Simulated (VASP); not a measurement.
## Ag: single point with PBEsol

Ag:

```xyz
6
Lattice="2.0431 -2.0431 0.0000 2.0431 0.0000 -2.0431 8.3167 8.3167 8.3167" Properties=species:S:1:pos:R:3 pbc="T T T"
Ag    3.4050   -0.6812   -0.6812
Ag    7.4912    7.4912    7.4912
Ag    3.4050    1.3619    1.3619
Ag    7.4912    3.4050    3.4050
Ag    3.4050    3.4050    3.4050
Ag    7.4912    5.4481    5.4481
```

This cell differs from its parent crystal: the distance across one plane changed.

```yaml
Program: VASP 6.6.1
Task: single point
Functional: PBEsol
Potentials_or_basis: VASP PAW PBE potentials, release 64 (Ag)
Cutoff: 500 eV
k_mesh: 18 × 18 × 4
Occupations: gaussian, width 0.15 eV
Spin: no spin polarisation
```

| Property | Result |
| --- | --- |
| Pressure | -4.0 GPa |
| Largest force | 0.410 eV/Å |
| Band gap on the k mesh | zero (bands 33 and 34 overlap by 6.31 eV) |

Forces in eV/Å, atoms in the order of the input:
```
Ag  -0.237 -0.237 -0.237
Ag   0.237  0.237  0.237
Ag  -0.012 -0.012 -0.012
Ag   0.001  0.001  0.001
Ag  -0.001 -0.001 -0.001
Ag   0.012  0.012  0.012
```

Stress tensor (GPa, compression positive):
```
-3.99 -0.48 -0.48
-0.48 -3.99 -0.48
-0.48 -0.48 -3.99
```

Levels at points of the mesh, in eV from the Fermi level:
```csv
k point,band 31,band 32,band 33,band 34,band 35,band 36,band 37,band 38
"(0.00, 0.00, 0.00)",-3.28,-3.20,-3.20,-2.90,-2.90,-0.49,3.22,7.29
"(0.50, 0.00, 0.00)",-0.34,0.59,0.66,1.30,1.32,1.59,3.59,4.57
"(0.00, 0.00, 0.50)",-3.02,-3.02,-2.98,-2.98,-1.64,-1.64,4.45,5.04
"(0.50, 0.00, 0.50)",-0.03,0.09,1.03,1.06,1.50,1.51,3.81,3.88
```

Run time: 6.3 min on 1 thread of Oxide Virtual Turin-like Processor, on a shared host, peak memory 0.47 GiB.

Caveat: the cell differs from its parent crystal (the distance across one plane changed); the cell stands under tension; the PAW data sets were made with another functional, which shifts forces and pressure a little.
